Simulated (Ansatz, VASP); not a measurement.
# One calculation of Os, two programs

```xyz
2
Lattice="0.0000 2.7138 2.7138 2.7138 0.0000 2.7138 2.7138 2.7138 0.0000" Properties=species:S:1:pos:R:3 pbc="T T T"
Os    0.6785    0.6785    0.6785
Os    4.7492    4.7492    4.7492
```

Alike in both runs: task single point; functional RPBE; k mesh 11 × 11 × 11; occupations fermi-dirac, width 0.1 eV; no spin polarisation.

|  | VASP | Ansatz |
| --- | --- | --- |
| version | VASP 6.6.1 | Ansatz 0.2.0 |
| potentials or method | VASP PAW PBE potentials, release 64 (Os), cutoff 520 eV | plane waves (420 eV) with PAW, scalar-relativistic |
| valence electrons in the cell | 16 | 32 |

|  | VASP | Ansatz | Ansatz less VASP |
| --- | --- | --- | --- |
| pressure (GPa) | 18.2 | 19.8 | +1.57 |

VASP's potentials were made for PBE, not for RPBE. VASP's potentials hold 16 valence electrons a cell and Ansatz's 32, so a difference there can come from the potentials and not from the codes.

Spin-orbit coupling is off throughout.
